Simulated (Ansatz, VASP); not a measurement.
**MgPH6NO5: VASP beside Ansatz**

```xyz
28
Lattice="5.5855 0.0000 0.0000 0.0000 8.8793 0.0000 0.0000 0.0000 4.7310" Properties=species:S:1:pos:R:3 pbc="T T T"
Mg    0.0000    8.6787    0.0943
Mg    2.7928    0.2006    2.4598
H     0.0000    4.0407    1.5586
H     2.7928    4.8385    3.9241
H     0.0000    4.0009    4.5467
H     2.7928    4.8784    2.1812
H     0.8586    5.2165    0.6542
H     1.9341    3.6627    3.0197
H     4.7269    5.2165    0.6542
H     3.6514    3.6627    3.0197
H     0.7831    7.2306    2.7736
H     2.0097    1.6487    0.4081
H     4.8024    7.2306    2.7736
H     3.5759    1.6487    0.4081
P     0.0000    1.6966    2.7902
P     2.7928    7.1827    0.4247
N     0.0000    4.6280    0.6730
N     2.7928    4.2513    3.0385
O     0.0000    1.4281    1.2904
O     2.7928    7.4512    3.6559
O     0.0000    3.2301    3.0403
O     2.7928    5.6491    0.6748
O     1.2333    1.0331    3.4902
O     1.5595    7.8462    1.1247
O     4.3523    1.0331    3.4902
O     4.0261    7.8462    1.1247
O     0.0000    7.1310    3.3735
O     2.7928    1.7483    1.0080
```

Alike in both runs: functional PBEsol; k mesh 4 × 4 × 6; occupations gaussian, width 0.02 eV; no spin polarisation.

Ansatz relaxed the structure, and its values are those at the end. VASP's run is a single point on that final structure, the one shown.

```csv
,VASP,Ansatz
version,VASP 6.6.1,Ansatz 0.2.0
potentials or method,"VASP PAW PBE potentials, release 64 (Mg, H, P, N, O), cutoff 520 eV","scalar-relativistic, plane waves, PAW"
valence electrons in the cell,96,112
```

Ansatz gave:

| Quantity | Value |
| --- | --- |
| gap on the k mesh at the Fermi level (eV) | 5.04 |
| least direct gap on the mesh (eV) | 5.10 |
| pressure (GPa) | 0.0 |
| rms of the force components (eV/Å) | 0.001 |

Task: Estimate VASP's values.

Result: gap on the k mesh at the Fermi level (eV): 5.04; least direct gap on the mesh (eV): 5.10; pressure (GPa): -0.2; rms of the force components (eV/Å): 0.032.

VASP's potentials were made for PBE, not for PBEsol. With one functional, cell and mesh, what is left measures potentials, basis and numerics. VASP's potentials hold 96 valence electrons a cell and Ansatz's 112, so a difference there can come from the potentials and not from the codes.
